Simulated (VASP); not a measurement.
# Cr (Pm-3m) in VASP: single point with r2SCAN

Aim: the single point of Cr with r2SCAN.

Program: VASP 6.6.1. These are calculated values, not measurements. Logs are shortened: lines on timing, memory, paths and dates and some standing lists are left out, and cuts for length are marked.

### Step 1. The cell of the first run

The structure is cubic, space group Pm-3m (No. 221). Conventional cell: a = 2.523 Å, b = 2.523 Å, c = 2.523 Å, α = 90.00°, β = 90.00°, γ = 90.00°. Within 3.3 Å of Cr (site symmetry m-3m) lie 6 Cr at 2.52 Å.

### Step 2. Single point, r2SCAN, collinear spin, antiferromagnetic start

File POSCAR:

```
Cr
1.0
    0.0000000000      2.5230106113      2.5230106113
    2.5230106113      0.0000000000      2.5230106113
    2.5230106113      2.5230106113      0.0000000000
Cr
2
Direct
    1.0000000000      0.0000000000      0.0000000000
    0.5000000000      0.5000000000      0.5000000000
```

File INCAR.step1:

```
SYSTEM = Cr
PREC = Accurate
ENCUT = 520
ISMEAR = -1
SIGMA = 0.1
LREAL = .FALSE.
LASPH = .TRUE.
NELM = 150
ISPIN = 2
MAGMOM = 3.171 -3.171
LMAXMIX = 4
NBANDS = 23
GGA = PE
ALGO = Normal
EDIFF = 1E-4
LWAVE = .TRUE.
LCHARG = .FALSE.
```

File INCAR.step2:

```
SYSTEM = Cr
PREC = Accurate
ENCUT = 520
EDIFF = 1E-6
ISMEAR = -1
SIGMA = 0.1
LREAL = .FALSE.
LASPH = .TRUE.
NELM = 150
ALGO = Normal
ISIF = 2
LWAVE = .FALSE.
LCHARG = .FALSE.
ISPIN = 2
MAGMOM = 3.171 -3.171
LORBIT = 11
LMAXMIX = 4
METAGGA = R2SCAN
LMIXTAU = .TRUE.
NBANDS = 23
ISTART = 1
```

File KPOINTS:

```
Automatic mesh
0
G
  6 6 6
  0 0 0
```

Potentials or basis: VASP PAW PBE potentials, release 64 (Cr_pv).

The run is started by

```console
$ cat potpaw_PBE.64/Cr_pv/POTCAR > POTCAR
$ cp INCAR.step1 INCAR
$ mpirun -np 1 vasp_std > vasp.out
$ cp INCAR.step2 INCAR
$ mpirun -np 1 vasp_std > vasp.out
```

OUTCAR:

```text
SYSTEM = Cr
   PREC = Accurate
   ENCUT = 520
   EDIFF = 1E-6
   ISMEAR = -1
   LREAL = .FALSE.
   LASPH = .TRUE.
   NELM = 150
   ISIF = 2
   ISPIN = 2
   LORBIT = 11
   METAGGA = R2SCAN
   ISTART = 1

 ion  position               nearest neighbor table
   1  0.000  0.000  0.000-   2 2.52   2 2.52   2 2.52   2 2.52   2 2.52   2 2.52
   2  0.500  0.500  0.500-   1 2.52   1 2.52   1 2.52   1 2.52   1 2.52   1 2.52

  LATTYP: Found a face centered cubic cell.
 ALAT       =     5.0460212226

  Lattice vectors:

 A1 = (   0.0000000000,   2.5230106113,   2.5230106113)
 A2 = (   2.5230106113,   0.0000000000,   2.5230106113)
 A3 = (   2.5230106113,   2.5230106113,   0.0000000000)

Analysis of symmetry for initial positions (statically):
=====================================================================
 Subroutine PRICEL returns following result:

  LATTYP: Found a simple cubic cell.
 ALAT       =     2.5230106113

  Lattice vectors:

 A1 = (  -2.5230106113,   0.0000000000,   0.0000000000)
 A2 = (   0.0000000000,   0.0000000000,   2.5230106113)
 A3 = (   0.0000000000,   2.5230106113,   0.0000000000)

   2 primitive cells build up your supercell.

 Routine SETGRP: Setting up the symmetry group for a
 face centered cubic supercell.

 Subroutine GETGRP returns: Found 48 space group operations
 (whereof 48 operations were pure point group operations)
 out of a pool of 48 trial point group operations.

The static configuration has the point symmetry O_h .

Analysis of symmetry for dynamics (positions and initial velocities):
=====================================================================
 Subroutine PRICEL returns following result:

  LATTYP: Found a simple cubic cell.
 ALAT       =     2.5230106113

  Lattice vectors:

 A1 = (  -2.5230106113,   0.0000000000,   0.0000000000)
 A2 = (   0.0000000000,   0.0000000000,   2.5230106113)
 A3 = (   0.0000000000,   2.5230106113,   0.0000000000)

   2 primitive cells build up your supercell.

 Routine SETGRP: Setting up the symmetry group for a
 face centered cubic supercell.

 Subroutine GETGRP returns: Found 48 space group operations
 (whereof 48 operations were pure point group operations)
 out of a pool of 48 trial point group operations.

The dynamic configuration has the point symmetry O_h .

Analysis of structural, dynamic, and magnetic symmetry:
=====================================================================
 Subroutine PRICEL returns following result:

  LATTYP: Found a simple cubic cell.
 ALAT       =     2.5230106113

  Lattice vectors:

 A1 = (  -2.5230106113,   0.0000000000,   0.0000000000)
 A2 = (   0.0000000000,   0.0000000000,   2.5230106113)
 A3 = (   0.0000000000,   2.5230106113,   0.0000000000)

   2 primitive cells build up your supercell.

 Routine SETGRP: Setting up the symmetry group for a
 face centered cubic supercell.

 Subroutine GETGRP returns: Found 48 space group operations
 (whereof 48 operations were pure point group operations)
 out of a pool of 48 trial point group operations.

The overall configuration has the point symmetry O_h .

 Subroutine INISYM returns: Found 48 space group operations
 (whereof 48 operations are pure point group operations),
 and found     2 'primitive' translations

----------------------------------------------------------------------------------------

                                     Primitive cell

  volume of cell :      16.0604

  direct lattice vectors                    reciprocal lattice vectors
    -2.523010611  0.000000000  0.000000000    -0.396351880  0.000000000  0.000000000
     0.000000000  0.000000000  2.523010611     0.000000000  0.000000000  0.396351880
     0.000000000  2.523010611  0.000000000     0.000000000  0.396351880  0.000000000

  length of vectors
     2.523010611  2.523010611  2.523010611     0.396351880  0.396351880  0.396351880

  position of ions in fractional coordinates (direct lattice)
     0.000000000  0.000000000  0.000000000

  ion indices of the primitive-cell ions
   primitive index   ion index
                 1           1

----------------------------------------------------------------------------------------

 KPOINTS: Automatic mesh

Automatic generation of k-mesh.
 Grid dimensions read from file:
 generate k-points for:    6    6    6

 Generating k-lattice:

  Cartesian coordinates                     Fractional coordinates (reciprocal lattice)
    -0.033029323  0.033029323  0.033029323     0.166666667  0.000000000  0.000000000
     0.033029323 -0.033029323  0.033029323     0.000000000  0.166666667  0.000000000
     0.033029323  0.033029323 -0.033029323     0.000000000  0.000000000  0.166666667

  Length of vectors
     0.057208466  0.057208466  0.057208466

  Shift w.r.t. Gamma in fractional coordinates (k-lattice)
     0.000000000  0.000000000  0.000000000

 Subroutine IBZKPT returns following result:
 ===========================================

 Found     16 irreducible k-points:

 Following reciprocal coordinates:
            Coordinates               Weight
  0.000000  0.000000  0.000000      1.000000
  0.166667  0.000000  0.000000      8.000000
  0.333333  0.000000  0.000000      8.000000
  0.500000  0.000000  0.000000      4.000000
  0.166667  0.166667  0.000000      6.000000
  0.333333  0.166667  0.000000     24.000000
[... 8 lines left out ...]
 -0.333333  0.333333  0.166667     24.000000
 -0.333333  0.500000  0.166667     12.000000
   k-points           NKPTS =     16   k-points in BZ     NKDIM =     16   number of bands    NBANDS=     23
   number of dos      NEDOS =    301   number of ions     NIONS =      2
   total plane-waves  NPLWV =  21952
   dimension x,y,z NGX =    28 NGY =   28 NGZ =   28
   dimension x,y,z NGXF=    56 NGYF=   56 NGZF=   56
   ions per type =               2
   NGX,Y,Z   is equivalent  to a cutoff of  13.05, 13.05, 13.05 a.u.
   NGXF,Y,Z  is equivalent  to a cutoff of  26.09, 26.09, 26.09 a.u.
 SYSTEM =  Cr
   PREC   = accura    normal or accurate (medium, high low for compatibility)
   ISTART =      1    job   : 0-new  1-cont  2-samecut
   ICHARG =      0    charge: 1-file 2-atom 10-const
   ISPIN  =      2    spin polarized calculation?
   LNONCOLLINEAR =      F non collinear calculations
   LSORBIT =      F    spin-orbit coupling
   LASPH  =      T    aspherical Exc in radial PAW
   ENCUT  =  520.0 eV  38.22 Ry    6.18 a.u.   6.63  6.63  6.63*2*pi/ulx,y,z
   NELM   =    150;   NELMIN=  2; NELMDL=  0     # of ELM steps
   EDIFF  = 0.1E-05   stopping-criterion for ELM
   LREAL  =      F    real-space projection
   EDIFFG = 0.1E-04   stopping-criterion for IOM
   NSW    =      0    number of steps for IOM
   IBRION =     -1    ionic relax: 0-MD 1-quasi-New 2-CG
   NFREE  =      0    steps in history (QN), initial steepest desc. (CG)
   ISIF   =      2    stress and relaxation
   ISYM   =      2    0-nonsym 1-usesym 2-fastsym
   POTIM  = 0.5000    time-step for ionic-motion
   TEBEG  =    0.0;   TEEND  =   0.0 temperature during run
   PSTRESS=    0.0 pullay stress
   NELECT =      24.0000    total number of electrons
   NUPDOWN=      -1.0000    fix difference up-down
   EMIN   =  10.00;   EMAX   =-10.00  energy-range for DOS
   EFERMI =   0.00;   METHOD = LEGACY
   ISMEAR =    -1;   SIGMA  =   0.10  broadening in eV -4-tet -1-fermi 0-gaus
   EFERMI_NEDOS =   21; number of points for ismear=-14 and -15
   IALGO  =     38    algorithm
   IMIX   =      4    mixing-type and parameters
     AMIX     =   0.40;   BMIX     =  1.00
     AMIX_MAG =   1.60;   BMIX_MAG =  1.00
  volume/ion in A,a.u.               =      16.06       108.38
  Fermi-wavevector in a.u.,A,eV,Ry     =   1.485535  2.807254 30.025523  2.206814
  Thomas-Fermi vector in A             =   2.598934
   LORBIT       =     11    0 simple, 1 ext, 2 COOP (PROOUT), +10 PAW based schemes
   METAGGA = R2SCAN    functional components
   LHFCALC =     F    Hartree Fock is set to
   AEXX    =    0.0000 exact exchange contribution
   IVDW    =     0    specifies the selected vdW correction
   LEPSILON=     F    determine dielectric tensor
   LRPA    =     F    only Hartree local field effects (RPA)
 spin polarized calculation
  energy-cutoff  :      520.00
  volume of cell :       32.12
 maximum number of plane-waves:       893
 NGX is ok and might be reduce to    28
   NGX = 13   NGY = 13   NGZ = 13

 number of electron      24.0000019 magnetization      -0.0000000

 number of electron      24.0000019 magnetization       0.0000000

 Free energy of the ion-electron system (eV)
  ---------------------------------------------------
  ext. energy  EPLUGINS =         0.00000000
  ---------------------------------------------------
  free energy    TOTEN  =       -28.19158553 eV

  energy without entropy =      -28.17070240  energy(sigma->0) =      -28.18114396

 E-fermi :   7.1407     XC(G=0): -12.5272

 val. band max:        6.8299196537   @ k =  -0.3333   0.3333   0.1667
 cond. band min:       7.5197518954   @ k =   0.5000   0.3333   0.0000
 fundamental gap:      0.6898322416
 Fermi energy:         7.1407204455

 spin component 1

 k-point     1 :       0.0000    0.0000    0.0000
  band No.  band energies     occupation
      1     -38.3857      1.00000
      2     -38.3857      1.00000
      3     -38.3856      1.00000
      4     -34.0323      1.00000
      5     -34.0323      1.00000
      6     -34.0322      1.00000
[... 15 lines left out ...]
     22      18.9747      0.00000
     23      18.9748      0.00000

 k-point     2 :       0.1667    0.0000    0.0000
  band No.  band energies     occupation
      1     -38.3900      1.00000
      2     -38.3849      1.00000
      3     -38.3848      1.00000
      4     -34.0438      1.00000
      5     -34.0371      1.00000
      6     -34.0370      1.00000
[... 15 lines left out ...]
     22      19.2467      0.00000
     23      19.2468      0.00000
[... 336 lines left out ...]
     22      15.6827      0.00000
     23      21.9384      0.00000

 k-point    16 :      -0.3333    0.5000    0.1667
  band No.  band energies     occupation
      1     -38.4187      1.00000
      2     -38.4074      1.00000
      3     -38.3916      1.00000
      4     -34.0534      1.00000
      5     -34.0452      1.00000
      6     -34.0405      1.00000
[... 15 lines left out ...]
     22      15.6052      0.00000
     23      20.8598      0.00000
 Fermi energy:         7.1407204455

 spin component 2

 k-point     1 :       0.0000    0.0000    0.0000
  band No.  band energies     occupation
      1     -38.3857      1.00000
      2     -38.3857      1.00000
      3     -38.3856      1.00000
      4     -34.0323      1.00000
      5     -34.0323      1.00000
      6     -34.0322      1.00000
[... 15 lines left out ...]
     22      18.9747      0.00000
     23      18.9748      0.00000

 k-point     2 :       0.1667    0.0000    0.0000
  band No.  band energies     occupation
      1     -38.3900      1.00000
      2     -38.3849      1.00000
      3     -38.3848      1.00000
      4     -34.0438      1.00000
      5     -34.0371      1.00000
      6     -34.0370      1.00000
[... 15 lines left out ...]
     22      19.2467      0.00000
     23      19.2468      0.00000
[... 336 lines left out ...]
     22      15.6827      0.00000
     23      21.9384      0.00000

 k-point    16 :      -0.3333    0.5000    0.1667
  band No.  band energies     occupation
      1     -38.4187      1.00000
      2     -38.4074      1.00000
      3     -38.3916      1.00000
      4     -34.0534      1.00000
      5     -34.0452      1.00000
      6     -34.0405      1.00000
[... 15 lines left out ...]
     22      15.6052      0.00000
     23      20.8598      0.00000

------------------------ aborting loop because EDIFF is reached ----------------------------------------

  FORCE on cell =-STRESS in cart. coord.  units (eV):
  Direction    XX          YY          ZZ          XY          YZ          ZX
  --------------------------------------------------------------------------------------
  -------------------------------------------------------------------------------------
  Total       -0.0105203     -0.0105203     -0.0105203     -0.0000000      0.0000000     -0.0000000
  in kB       -0.5247489     -0.5247489     -0.5247489     -0.0000000      0.0000000     -0.0000000
  external PRESSURE =      -0.5247489 kB  Pullay stress =       0.0000000 kB

 VOLUME and BASIS-vectors are now :
 -----------------------------------------------------------------------------
  energy-cutoff  :      520.00
  volume of cell :       32.12
      direct lattice vectors                 reciprocal lattice vectors
     0.000000000  2.523010611  2.523010611    -0.198175940  0.198175940  0.198175940
     2.523010611  0.000000000  2.523010611     0.198175940 -0.198175940  0.198175940
     2.523010611  2.523010611  0.000000000     0.198175940  0.198175940 -0.198175940

 POSITION                                       TOTAL-FORCE (eV/Angst)
 -----------------------------------------------------------------------------------
      0.00000      0.00000      0.00000         0.000000     -0.000000      0.000000
      2.52301      2.52301      2.52301        -0.000000      0.000000     -0.000000
 -----------------------------------------------------------------------------------
    total drift:                                0.000000      0.000000      0.000000

  FREE ENERGIE OF THE ION-ELECTRON SYSTEM (eV)
  ---------------------------------------------------
  free  energy   TOTEN  =       -28.1915855283 eV

  energy  without entropy=      -28.1707023981  energy(sigma->0) =      -28.18114396

 total charge

# of ion       s       p       d       tot
------------------------------------------
    1        0.608   6.171   4.222  11.000
    2        0.608   6.171   4.222  11.000
--------------------------------------------------
tot          1.216  12.342   8.443  22.001

 magnetization (x)

# of ion       s       p       d       tot
------------------------------------------
    1        0.147  -0.024   3.285   3.408
    2       -0.147   0.024  -3.285  -3.408
--------------------------------------------------
tot          0.000   0.000   0.000   0.000
```

Run time: 56 s. Hardware: 1 thread of Intel Xeon 6975P-C (Granite Rapids), shared host; peak memory 0.18 GiB.

Results:

- Free energy: -28.1916 eV
- Pressure: -0.1 GPa
- Band gap on the k mesh: zero (filled and empty bands overlap)
- Net moment: 0.00 μB per cell
- Site moments: Cr +3.41, -3.41 μB
- Valence electrons inside the program's atomic spheres: Cr 11.00

Caveat: the PAW data sets were made with another functional, which shifts forces and pressure a little.
